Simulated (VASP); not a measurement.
# BN (gw) (I-4m2) in VASP: a series of runs

BN (gw) is run at these levels: PBEsol; tasks: G0W0 quasiparticle levels.

All numbers are computed with VASP 6.6.1; they aren't measurements. Logs are shortened: lines on timing, memory, paths and dates and some standing lists are left out, and cuts for length are marked.

**1. The cell of the first run**

The structure is tetragonal, space group I-4m2 (No. 119). Conventional cell: a = 2.524 Å, b = 2.524 Å, c = 3.622 Å, α = 90.00°, β = 90.00°, γ = 90.00°. Within 2.1 Å of B (site symmetry -4m2) lie 4 N at 1.55 Å. Within 2.1 Å of N (site symmetry -4m2) lie 4 B at 1.55 Å.

**2. G0W0 quasiparticle levels, PBEsol**

Input file POSCAR:

```
BN
1.0
    0.0000000000      1.7845230034      1.8107618871
    1.7845230034      0.0000000000      1.8107618871
    1.7845230034      1.7845230034      0.0000000000
B N
1 1
Direct
    0.0000000000      0.0000000000      0.0000000000
    0.2500000000      0.2500000000      0.2500000000
```

Input file INCAR.step1:

```
SYSTEM = BN
  PREC = Accurate
  ENCUT = 500
  EDIFF = 1E-8
  ISMEAR = 0
  SIGMA = 0.01
  LREAL = .FALSE.
  LASPH = .TRUE.
  NELM = 100
  ALGO = Normal
  LWAVE = .TRUE.
  LCHARG = .FALSE.
  GGA = PS
```

Input file INCAR.step2:

```
SYSTEM = BN
  PREC = Accurate
  ENCUT = 500
  EDIFF = 1E-8
  ISMEAR = 0
  SIGMA = 0.01
  LREAL = .FALSE.
  LASPH = .TRUE.
  NELM = 1
  ALGO = Exact
  LWAVE = .TRUE.
  LCHARG = .FALSE.
  GGA = PS
  NBANDS = 67
  LOPTICS = .TRUE.
  ISTART = 1
```

Input file INCAR.step3:

```
SYSTEM = BN
  PREC = Accurate
  ENCUT = 500
  EDIFF = 1E-8
  ISMEAR = 0
  SIGMA = 0.01
  LREAL = .FALSE.
  LASPH = .TRUE.
  ALGO = EVGW0
  LWAVE = .FALSE.
  LCHARG = .FALSE.
  GGA = PS
  NELMGW = 1
  NBANDS = 67
  ENCUTGW = 180.0
  NOMEGA = 48
  PRECFOCK = Fast
  ISTART = 1
  NBANDSGW = 12
```

Input file KPOINTS:

```
Automatic mesh
0
G
  6 6 6
  0 0 0
```

Potentials or basis: VASP PAW PBE potentials, release 64 (B_GW, N_GW).

Run with:

```
$ cat potpaw_PBE.64/B_GW/POTCAR potpaw_PBE.64/N_GW/POTCAR > POTCAR
$ cp INCAR.step1 INCAR
$ mpirun -np 1 vasp_std > vasp.out
$ cp INCAR.step2 INCAR
$ mpirun -np 1 vasp_std > vasp.out
$ cp INCAR.step3 INCAR
$ mpirun -np 1 vasp_std > vasp.out
```

OUTCAR:

```text
SYSTEM = BN
   PREC = Accurate
   ENCUT = 500
   EDIFF = 1E-8
   ISMEAR = 0
   LREAL = .FALSE.
   LASPH = .TRUE.
   GGA = PS
   NELMGW = 1
   ENCUTGW = 180.0
   PRECFOCK = Fast
   ISTART = 1

 ion  position               nearest neighbor table
   1  0.000  0.000  0.000-   2 1.55   2 1.55   2 1.55   2 1.55
   2  0.250  0.250  0.250-   1 1.55   1 1.55   1 1.55   1 1.55

  LATTYP: Found a body centered tetragonal cell.
 ALAT       =     2.5236966338
 C/A-ratio  =     1.4350075701

  Lattice vectors:

 A1 = (  -1.7845230034,   0.0000000000,   1.8107618871)
 A2 = (   1.7845230034,   0.0000000000,   1.8107618871)
 A3 = (   0.0000000000,   1.7845230034,  -1.8107618871)

Analysis of symmetry for initial positions (statically):
=====================================================================
 Subroutine PRICEL returns:
 Original cell was already a primitive cell.

 Routine SETGRP: Setting up the symmetry group for a
 body centered tetragonal supercell.

 Subroutine GETGRP returns: Found  8 space group operations
 (whereof  8 operations were pure point group operations)
 out of a pool of 16 trial point group operations.

The static configuration has the point symmetry D_2d.

Analysis of symmetry for dynamics (positions and initial velocities):
=====================================================================
 Subroutine PRICEL returns:
 Original cell was already a primitive cell.

 Routine SETGRP: Setting up the symmetry group for a
 body centered tetragonal supercell.

 Subroutine GETGRP returns: Found  8 space group operations
 (whereof  8 operations were pure point group operations)
 out of a pool of 16 trial point group operations.

The dynamic configuration has the point symmetry D_2d.

 Subroutine INISYM returns: Found  8 space group operations
 (whereof  8 operations are pure point group operations),
 and found     1 'primitive' translations

----------------------------------------------------------------------------------------

                                     Primitive cell

  volume of cell :      11.5328

  direct lattice vectors                    reciprocal lattice vectors
     0.000000000  1.784523003  1.810761887    -0.280186918  0.280186918  0.276126863
     1.784523003  0.000000000  1.810761887     0.280186918 -0.280186918  0.276126863
     1.784523003  1.784523003  0.000000000     0.280186918  0.280186918 -0.276126863

  length of vectors
     2.542318029  2.542318029  2.523696634     0.482965281  0.482965281  0.482965281

  position of ions in fractional coordinates (direct lattice)
     0.000000000  0.000000000  0.000000000
     0.250000000  0.250000000  0.250000000

  ion indices of the primitive-cell ions
   primitive index   ion index
                 1           1
                 2           2

----------------------------------------------------------------------------------------

 KPOINTS: Automatic mesh

Automatic generation of k-mesh.
 Grid dimensions read from file:
 generate k-points for:    6    6    6

 Generating k-lattice:

  Cartesian coordinates                     Fractional coordinates (reciprocal lattice)
    -0.046697820  0.046697820  0.046021144     0.166666667  0.000000000  0.000000000
     0.046697820 -0.046697820  0.046021144     0.000000000  0.166666667  0.000000000
     0.046697820  0.046697820 -0.046021144     0.000000000  0.000000000  0.166666667

  Length of vectors
     0.080494213  0.080494213  0.080494213

  Shift w.r.t. Gamma in fractional coordinates (k-lattice)
     0.000000000  0.000000000  0.000000000

 Subroutine IBZKPT returns following result:
 ===========================================

 Found     30 irreducible k-points:

 Following reciprocal coordinates:
            Coordinates               Weight
  0.000000  0.000000  0.000000      1.000000
  0.166667  0.000000  0.000000      8.000000
  0.333333  0.000000  0.000000      8.000000
  0.500000 -0.000000  0.000000      4.000000
  0.166667  0.166667  0.000000      2.000000
  0.333333  0.166667  0.000000      8.000000
[... 16 lines left out ...]
  0.333333  0.000000  0.333333      4.000000
  0.500000 -0.000000  0.333333     16.000000
 [... further k-points ...]
   k-points           NKPTS =     30   k-points in BZ     NKDIM =    216   number of bands    NBANDS=     67
   number of dos      NEDOS =    301   number of ions     NIONS =      2
   total plane-waves  NPLWV =   7200
   dimension x,y,z NGX =    20 NGY =   20 NGZ =   18
   dimension x,y,z NGXF=    40 NGYF=   40 NGZF=   36
   ions per type =               1   1
   NGX,Y,Z   is equivalent  to a cutoff of  13.08, 13.08, 11.86 a.u.
   NGXF,Y,Z  is equivalent  to a cutoff of  26.16, 26.16, 23.71 a.u.
 SYSTEM =  BN
   PREC   = accura    normal or accurate (medium, high low for compatibility)
   ISTART =      1    job   : 0-new  1-cont  2-samecut
   ICHARG =      0    charge: 1-file 2-atom 10-const
   ISPIN  =      1    spin polarized calculation?
   LNONCOLLINEAR =      F non collinear calculations
   LSORBIT =      F    spin-orbit coupling
   LASPH  =      T    aspherical Exc in radial PAW
   ENCUT  =  500.0 eV  36.75 Ry    6.06 a.u.   4.64  4.64  4.60*2*pi/ulx,y,z
   NELM   =     60;   NELMIN=  2; NELMDL=  0     # of ELM steps
   EDIFF  = 0.1E-07   stopping-criterion for ELM
   LREAL  =      F    real-space projection
   EDIFFG = 0.1E-06   stopping-criterion for IOM
   NSW    =      0    number of steps for IOM
   IBRION =     -1    ionic relax: 0-MD 1-quasi-New 2-CG
   NFREE  =      0    steps in history (QN), initial steepest desc. (CG)
   ISIF   =      0    stress and relaxation
   ISYM   =      3    0-nonsym 1-usesym 2-fastsym
   POTIM  = 0.5000    time-step for ionic-motion
   TEBEG  =    0.0;   TEEND  =   0.0 temperature during run
   PSTRESS=    0.0 pullay stress
   NELECT =       8.0000    total number of electrons
   NUPDOWN=      -1.0000    fix difference up-down
   EMIN   =  10.00;   EMAX   =-10.00  energy-range for DOS
   EFERMI =   0.00;   METHOD = LEGACY
   ISMEAR =     0;   SIGMA  =   0.01  broadening in eV -4-tet -1-fermi 0-gaus
   EFERMI_NEDOS =   21; number of points for ismear=-14 and -15
   IALGO  =     38    algorithm
   IMIX   =      4    mixing-type and parameters
     AMIX     =   0.40;   BMIX     =  1.00
     AMIX_MAG =   1.60;   BMIX_MAG =  1.00
  volume/ion in A,a.u.               =       5.77        38.91
  Fermi-wavevector in a.u.,A,eV,Ry     =   1.449193  2.738578 28.574423  2.100161
  Thomas-Fermi vector in A             =   2.566948
   LORBIT       =      0    0 simple, 1 ext, 2 COOP (PROOUT), +10 PAW based schemes
   GGA     = PS    functional components
   LHFCALC =     T    Hartree Fock is set to
   PRECFOCK=fast      Normal, Fast or Accurate (Low or Medium for compatibility)
   ENCUT4O =  -1.0   cutoff for four orbital integrals eV
   NKREDX  =     1    reduce k-point grid by
   NKREDY  =     1    reduce k-point grid by
   NKREDZ  =     1    reduce k-point grid by
   AEXX    =    1.0000 exact exchange contribution
   HFSCREEN=    0.0000 screening length (either q_TF or 0.3 A-1)
   HFSCREENC=   0.0000 screening length for correlation (either q_TF or 0.3 A-1)
   ENCUTFOCK=  -1.0 apply spherical cutoff to Coloumb kernel
   IVDW    =     0    specifies the selected vdW correction
   LEPSILON=     F    determine dielectric tensor
   LRPA    =     F    only Hartree local field effects (RPA)
   LRPAFORCE           =     F    calculate RPA forces
   ENCUTGW             = 180.0    cutoff for response function in eV
   ENCUTGWSOFT         = 144.0    soft cutoff for Coulomb kernel in GW response function in eV
   ENCUTLF             =  -1.0    cutoff for local field effects
   NELMGW              =     1    number of iterations in solving QP/BSE equation
   NELMHF              =     1    number of iterations in the inner HF iteration
   NKREDLFX            =     1    NKREDLFY  =   1   NKREDLFZ  =   1
 non-spin polarized calculation
 Gauss-broadening in eV      SIGMA  =   0.01
  energy-cutoff  :      500.00
  volume of cell :       11.53
 maximum number of plane-waves:       304
 NGX is ok and might be reduce to    20
  NGX = 12; NGY = 12; NGZ = 12
   NGX =  9   NGY =  9   NGZ =  9
 maximum number of plane-waves:        70

 QP shifts <psi_nk| G(iteration)W_0 |psi_nk>: iteration 1
 for sc-GW calculations column KS-energies equals QP-energies in previous step
 and V_xc(KS)=  KS-energies - (<T + V_ion + V_H > + <T+V_H+V_ion>^1  + <V_x>^1)

 k-point   1 :       0.0000    0.0000    0.0000
  band No.  KS-energies  QP-energies   sigma(KS)   V_xc(KS)     V^pw_x(r,r')   Z            occupation Imag(sigma)

      1     -12.8113     -14.8773     -18.1566     -15.4963     -26.5462       0.7766       2.0000       1.4940
      2       7.6202       6.6898     -19.3797     -18.2518     -21.9194       0.8249       2.0000       0.0988
      3       7.7705       6.8471     -19.3982     -18.2787     -21.9388       0.8249       2.0000       0.0985
      4       7.7705       6.8471     -19.3982     -18.2787     -21.9388       0.8249       2.0000       0.0985
      5      16.5627      17.9159     -12.2941     -13.9187      -7.0666       0.8329       0.0000      -0.1161
      6      16.5627      17.9159     -12.2941     -13.9187      -7.0666       0.8329       0.0000      -0.1161
      7      16.6654      18.0228     -12.3335     -13.9622      -7.1036       0.8334       0.0000      -0.1158
      8      18.3737      19.5110     -14.1314     -15.5297      -8.3643       0.8133       0.0000      -0.1465
      9      32.6812      33.3724     -10.9427     -11.8132      -3.3422       0.7941       0.0000      -0.6175
     10      35.3030      36.5376     -12.0206     -13.4960      -5.5369       0.8368       0.0000      -0.5643
     11      35.6227      36.5103     -10.4103     -11.4756      -3.1217       0.8331       0.0000      -0.9408
     12      36.1080      37.3546     -12.0547     -13.5437      -5.4996       0.8372       0.0000      -0.6143

 k-point   2 :       0.1667    0.0000    0.0000
  band No.  KS-energies  QP-energies   sigma(KS)   V_xc(KS)     V^pw_x(r,r')   Z            occupation Imag(sigma)
[... 353 lines left out ...]
      1      -7.5587      -9.3002     -19.1878     -16.8791     -26.5236       0.7543       2.0000       0.7878
      2      -0.5508      -2.1609     -17.8050     -15.7533     -22.3383       0.7848       2.0000       0.2194
      3       1.5899       0.1888     -17.5312     -15.7857     -21.2577       0.8027       2.0000       0.1586
      4       3.1935       1.9141     -18.1000     -16.5184     -21.5321       0.8089       2.0000       0.1355
      5      13.7710      14.7129     -12.1871     -13.3043      -7.4697       0.8431       0.0000      -0.1025
      6      18.7786      19.8785     -12.2001     -13.5202      -6.7861       0.8332       0.0000      -0.1299
      7      24.0742      25.7505     -13.7400     -15.8757      -6.6760       0.7849       0.0000      -0.2577
      8      24.5016      26.1625     -13.8616     -15.9829      -6.7046       0.7829       0.0000      -0.2697
      9      28.0495      29.6223     -14.1451     -16.1669      -6.6195       0.7779       0.0000      -0.3834
     10      34.8017      36.2521     -12.1249     -13.9462      -3.9701       0.7963       0.0000      -0.8863
     11      38.1233      39.3696     -11.6683     -13.1750      -4.3348       0.8272       0.0000      -0.9189
     12      42.6262      43.8314     -11.0196     -12.4768      -3.2417       0.8270       0.0000      -1.2174

 [... further k-points ...]
```

Run time: 1.8 min. Hardware: 1 thread of Intel Xeon 6975P-C, shared host; peak memory 0.28 GiB.

Results:

* Band gap on the k mesh, mean-field level: 4.17 eV, indirect (least direct gap 8.79 eV)
* Quasiparticle gap: 5.92 eV
* Least direct quasiparticle gap: 11.07 eV

Caveat: the k points lie up to 0.51 Å⁻¹ apart; bands, screening cutoff and mesh are small and nothing is extrapolated, so the quasiparticle values aren't converged. A k mesh can miss the band edges.

(Continued in part 2 of 2.)
